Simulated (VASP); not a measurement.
Ca, 1 atom in the cell. It takes space group I4/mmm (No. 139, tetragonal). The conventional cell has a = 3.952 Å, b = 3.952 Å, c = 6.035 Å, α = 90.00°, β = 90.00°, γ = 90.00°. Within 5.2 Å of Ca (site symmetry 4/mmm) lie 12 Ca at 3.95 to 4.11 Å.  This cell differs from its parent crystal: strain +0.000 along x and y, +0.080 along z.

```yaml
Program: VASP 6.6.1
Task: single point
Functional: LDA
Potentials_or_basis: VASP PAW LDA potentials, release 64 (Ca_sv)
Cutoff: 520 eV
k_mesh: 14 × 14 × 14
Occupations: gaussian, width 0.15 eV
Spin: no spin polarisation
Dipole_correction: no
Further_INCAR_settings: ALGO = Fast; EDIFF = 1e-06; NBANDS = 11
```

Potentials or basis: VASP PAW LDA potentials, release 64 (Ca_sv).

The run is started by

```bash
$ cat potpaw_LDA.64/Ca_sv/POTCAR > POTCAR
$ mpirun -np 1 vasp_std > vasp.out
```

Hardware: 1 thread of Intel Xeon 6975P-C, on a shared host.

Estimate the wall time of this run.

It took 97 s on 1 thread of Intel Xeon 6975P-C (shared host), peak memory 0.25 GiB. Counts: scf iterations 12, k points 244.
